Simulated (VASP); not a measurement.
# Hg: single point with PBE

Hg:

```
CELL_PARAMETERS angstrom
5.12364 0.00000 0.00000
-2.56182 4.43720 0.00000
0.00000 0.00000 2.95568
ATOMIC_POSITIONS crystal
Hg 0.00000 0.00000 0.00000
Hg 0.33333 0.66667 0.50000
Hg 0.66667 0.33333 0.50000
```

This cell differs from its parent crystal: volume scaled by 0.76.

```yaml
Program: VASP 6.6.1
Task: single point
Functional: PBE
Potentials_or_basis: VASP PAW PBE potentials, release 64 (Hg)
Cutoff: 520 eV
k_mesh: 7 × 7 × 10
Occupations: fermi-dirac, width 0.05 eV
Spin: no spin polarisation
```

```json
{
 "Pressure": "9.3 GPa",
 "Band gap on the k mesh": "zero (band 18 reaches 6.77 eV, above the bottom of band 19 at 1.74 eV)"
}
```

Stress tensor (GPa, compression positive):
```
9.19 0.00 0.00
0.00 9.19 0.00
0.00 0.00 9.58
```

Levels at points of the mesh, in eV from the Fermi level:
| k point | band 16 | band 17 | band 18 | band 19 | band 20 | band 21 |
| --- | --- | --- | --- | --- | --- | --- |
| (0.00, 0.00, 0.00) | -5.81 | -1.07 | -0.63 | 1.81 | 1.81 | 1.85 |
| (0.00, 0.00, 0.50) | -2.96 | -2.82 | 3.61 | 3.63 | 3.78 | 3.87 |

It took 2.1 min on 1 thread of AMD EPYC 7R13, on a shared host, peak memory 0.19 GiB.

Caveat: spin-orbit coupling is left out, which moves the levels of the heavy elements.
